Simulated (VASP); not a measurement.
# Cu (Im-3m) in VASP: notebook, part 2 of 2

VASP 6.6.1.

## 3. Relaxation of cell and atoms, PBE

Contents of INCAR:

```
SYSTEM = Cu
PREC = Accurate
ENCUT = 600
EDIFF = 1E-6
ISMEAR = 0
SIGMA = 0.1
LREAL = .FALSE.
LASPH = .TRUE.
NELM = 100
ALGO = Fast
ISIF = 3
LWAVE = .FALSE.
LCHARG = .FALSE.
GGA = PE
IBRION = 2
NSW = 80
EDIFFG = -0.015
```

Contents of KPOINTS:

```
regular mesh
0
G
  14 14 14
  0 0 0
```

Contents of POSCAR:

```
Cu
1.0
    0.0000000000      0.0000000000      2.8853386608
    0.0000000000      2.8853386608      0.0000000000
   -4.3280079912     -1.4426693304     -1.4426693304
Cu
3
Direct
    0.3333333333      0.3333333333      0.6666666667
    0.0000000000      0.0000000000      0.0000000000
    0.6666666667      0.6666666667      0.3333333333
```

Potentials or basis: VASP PAW PBE potentials, release 64 (Cu).

Run with:

```sh
$ cat potpaw_PBE.64/Cu/POTCAR > POTCAR
$ mpirun -np 1 vasp_std > vasp.out
```

OUTCAR:

```text
SYSTEM = Cu
   PREC = Accurate
   ENCUT = 600
   EDIFF = 1E-6
   ISMEAR = 0
   LREAL = .FALSE.
   LASPH = .TRUE.
   NELM = 100
   ISIF = 3
   GGA = PE
   IBRION = 2
   NSW = 80
   EDIFFG = -0.015

 ion  position               nearest neighbor table
   1  0.333  0.333  0.667-   2 2.50   3 2.50   2 2.50   2 2.50   2 2.50   3 2.50   3 2.50   3 2.50

   2  0.000  0.000  0.000-   1 2.50   3 2.50   3 2.50   3 2.50   1 2.50   1 2.50   3 2.50   1 2.50

   3  0.667  0.667  0.333-   2 2.50   1 2.50   2 2.50   2 2.50   2 2.50   1 2.50   1 2.50   1 2.50

  LATTYP: Found a body centered tetragonal cell.
 ALAT       =     2.8853386608
 C/A-ratio  =     3.0000000000

  Lattice vectors:

 A1 = (   4.3280079912,  -1.4426693304,   1.4426693304)
 A2 = (   4.3280079912,   1.4426693304,  -1.4426693304)
 A3 = (  -4.3280079912,   1.4426693304,   1.4426693304)

Analysis of symmetry for initial positions (statically):
=====================================================================
 Subroutine PRICEL returns following result:

  LATTYP: Found a body centered cubic cell.
 ALAT       =     2.8853386610

  Lattice vectors:

 A1 = (   1.4426693307,   1.4426693307,  -1.4426693301)
 A2 = (  -1.4426693303,  -1.4426693303,  -1.4426693303)
 A3 = (  -1.4426693307,   1.4426693301,   1.4426693301)

   3 primitive cells build up your supercell.

 Routine SETGRP: Setting up the symmetry group for a
 body centered tetragonal supercell.

 Subroutine GETGRP returns: Found 16 space group operations
 (whereof 16 operations were pure point group operations)
 out of a pool of 16 trial point group operations.

The static configuration has the point symmetry D_4h.

Analysis of symmetry for dynamics (positions and initial velocities):
=====================================================================
 Subroutine PRICEL returns following result:

  LATTYP: Found a body centered cubic cell.
 ALAT       =     2.8853386610

[... 140 lines left out ...]
   AEXX    =    0.0000 exact exchange contribution
   IVDW    =     0    specifies the selected vdW correction
   LEPSILON=     F    determine dielectric tensor
   LRPA    =     F    only Hartree local field effects (RPA)
 conjugate gradient relaxation of ions
 non-spin polarized calculation
 RMM-DIIS sequential band-by-band and
 Gauss-broadening in eV      SIGMA  =   0.10
  energy-cutoff  :      600.00
  volume of cell :       36.03
 maximum number of plane-waves:      1224
   NGX = 11   NGY = 11   NGZ = 19

--------------------------------------- Ionic step        1  -------------------------------------------

 number of electron      32.9999998 magnetization

 Free energy of the ion-electron system (eV)
  ---------------------------------------------------
  ext. energy  EPLUGINS =         0.00000000
  ---------------------------------------------------
  free energy    TOTEN  =       -11.07940740 eV

  energy without entropy =      -11.07349440  energy(sigma->0) =      -11.07645090

------------------------ aborting loop because EDIFF is reached ----------------------------------------

  FORCE on cell =-STRESS in cart. coord.  units (eV):
  Direction    XX          YY          ZZ          XY          YZ          ZX
  --------------------------------------------------------------------------------------
  -------------------------------------------------------------------------------------
  Total        0.0792352      0.1222494      0.1222494      0.0000000      0.0000000      0.0000000
  in kB        3.5232809      5.4359548      5.4359548      0.0000000      0.0000000      0.0000000
  external PRESSURE =       4.7983968 kB  Pullay stress =       0.0000000 kB
[... 172 lines left out ...]
--------------------------------------- Ionic step        6  -------------------------------------------

 number of electron      33.0000003 magnetization

 Free energy of the ion-electron system (eV)
  ---------------------------------------------------
  ext. energy  EPLUGINS =         0.00000000
  ---------------------------------------------------
  free energy    TOTEN  =       -11.07967526 eV

  energy without entropy =      -11.07374974  energy(sigma->0) =      -11.07671250

 E-fermi :   7.3239     XC(G=0): -12.6036

 val. band max:        7.3116629623   @ k =   0.3571   0.2857   0.1429
 cond. band min:       7.3287656724   @ k =   0.4286   0.2143   0.0714
 fundamental gap:      0.0171027101
 Fermi energy:         7.3239022433

 k-point     1 :       0.0000    0.0000    0.0000
  band No.  band energies     occupation
      1      -1.8600      2.00000
      2       3.0348      2.00000
      3       3.0348      2.00000
      4       3.4580      2.00000
      5       3.4580      2.00000
      6       4.2872      2.00000
[... 541 lines left out ...]
     19      13.9879      0.00000
     20      14.3534      0.00000

 [... further k-points ...]

------------------------ aborting loop because EDIFF is reached ----------------------------------------

  FORCE on cell =-STRESS in cart. coord.  units (eV):
  Direction    XX          YY          ZZ          XY          YZ          ZX
  --------------------------------------------------------------------------------------
  -------------------------------------------------------------------------------------
  Total       -0.0093198      0.0377667      0.0377667     -0.0000000      0.0000000      0.0000000
  in kB       -0.4125298      1.6716884      1.6716884     -0.0000000      0.0000000      0.0000000
  external PRESSURE =       0.9769490 kB  Pullay stress =       0.0000000 kB
[... 18 lines left out ...]
  FREE ENERGIE OF THE ION-ELECTRON SYSTEM (eV)
  ---------------------------------------------------
  free  energy   TOTEN  =       -11.0796752553 eV

  energy  without entropy=      -11.0737497363  energy(sigma->0) =      -11.07671250

 reached required accuracy - stopping structural energy minimisation
```

CONTCAR:

```text
Cu
   1.00000000000000
     0.0000000000000000    0.0000000000000000    2.8903156250144382
     0.0000000000000000    2.8903156250144382   -0.0000000000000000
    -4.3328466746062704   -1.4451578125072191   -1.4451578125072191
  Cu
     3
Direct
     0.3333333332999970    0.3333333332999970    0.6666666667000030
     0.0000000000000000    0.0000000000000000    0.0000000000000000
     0.6666666667000030    0.6666666667000030    0.3333333332999970

  0.00000000E+00  0.00000000E+00  0.00000000E+00
  0.00000000E+00  0.00000000E+00  0.00000000E+00
  0.00000000E+00  0.00000000E+00  0.00000000E+00
```

It took 5.4 min on 1 thread of AMD EPYC 9R45 (Zen 5), shared host; peak memory 0.27 GiB.

Results:

| Quantity | Value |
| --- | --- |
| Free energy | -11.0797 eV |
| Relaxed volume | 12.07 Å³/atom |
| Relaxed cell | a = 2.890 Å, b = 2.890 Å, c = 4.791 Å, α = 107.56°, β = 107.56°, γ = 90.00° |
| Space group after relaxing (to 0.1 Å) | Im-3m (No. 229) |
| Energy gained by relaxing | 0.1 meV/atom |
| Ionic steps | 6 |
| Pressure after relaxing | 0.1 GPa |
| Band gap on the k mesh | zero (an odd number of electrons rules out a gap without spin polarisation) |

The path:
```tsv
step	energy change (eV)	largest force (eV/Å)	pressure (GPa)	volume (Å³)
1	0.0000	0.0000	0.48	36.03
2	-0.0003	0.0000	-0.59	36.22
3	-0.0003	0.0000	0.47	36.17
4	-0.0003	0.0000	0.14	36.19
5	-0.0003	0.0000	-0.32	36.20
6	-0.0003	0.0000	0.10	36.20
```

Final structure:
```cif
data_structure
_symmetry_space_group_name_H-M 'P 1'
_symmetry_Int_Tables_number 1
_cell_length_a 2.8903
_cell_length_b 2.8903
_cell_length_c 4.7907
_cell_angle_alpha 107.557
_cell_angle_beta 107.557
_cell_angle_gamma 90.000
_cell_volume 36.20
loop_
_atom_site_label
_atom_site_type_symbol
_atom_site_fract_x
_atom_site_fract_y
_atom_site_fract_z
_atom_site_occupancy
Cu1 Cu 0.33333 0.33333 0.66667 1
Cu2 Cu 0.00000 0.00000 0.00000 1
Cu3 Cu 0.66667 0.66667 0.33333 1
```

Levels at points of the mesh, in eV from the Fermi level:
```
           k point  band 14  band 15  band 16  band 17  band 18  band 19
(0.00, 0.00, 0.00)    -2.05    -1.89    -1.89     0.96     0.96    11.17
(0.50, 0.00, 0.00)    -1.89    -1.35    -1.17    -1.17    -0.53     4.24
(0.50, 0.50, 0.00)    -1.94    -1.35    -0.53     3.43     3.43     4.23
(0.00, 0.00, 0.50)    -1.84    -1.51    -1.51    -1.51     8.10     8.10
```
